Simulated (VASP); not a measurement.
Write the native input for VASP 6.6.1 that does the following.

```yaml
Task: single point
Functional: PBE
Potentials_or_basis: VASP PAW PBE potentials, release 64 (Hf_pv)
Cutoff: 500 eV
k_mesh: 7 × 7 × 4
Occupations: tetrahedron
Spin: no spin polarisation
Dipole_correction: no
Further_INCAR_settings: ALGO = Normal; EDIFF = 1e-06; NBANDS = 17
```

The structure of Hf lies in POSCAR:

```
Hf
1.0
    1.5749050000      2.7278130000      0.0000000000
   -1.5749050000      2.7278130000      0.0000000000
    0.0000000000      0.0000000000      5.1432510000
Hf
2
Direct
    0.3333300000      0.3333400000      0.2500000000
    0.6666600000      0.6666700000      0.7500000000
```

The input as run:

INCAR

```
SYSTEM = Hf
PREC = Accurate ; ENCUT = 500
EDIFF = 1E-6 ; ISMEAR = -4
SIGMA = 0.1 ; LREAL = .FALSE.
LASPH = .TRUE. ; NELM = 120
ALGO = Normal ; ISIF = 2
LWAVE = .FALSE. ; LCHARG = .TRUE.
GGA = PE ; LELF = .TRUE.
LVHAR = .TRUE. ; NBANDS = 17
GGA_COMPAT = .FALSE.
```

KPOINTS

```
regular mesh
0
G
  7 7 4
  0 0 0
```

Potentials or basis: VASP PAW PBE potentials, release 64 (Hf_pv).

Launch:

```console
$ cat potpaw_PBE.64/Hf_pv/POTCAR > POTCAR
$ mpirun -np 1 vasp_std > vasp.out
```

It gave:

```yaml
Pressure: 1.7 GPa
Band_gap_on_the_k_mesh: zero (band 10 reaches 6.17 eV, above the bottom of band 11 at 4.80 eV)
```

Caveat: spin-orbit coupling is left out, which moves the levels of the heavy elements.

Wall time 77 s on 1 thread of AMD EPYC 7R13, with other jobs on the host, peak memory 0.14 GiB.
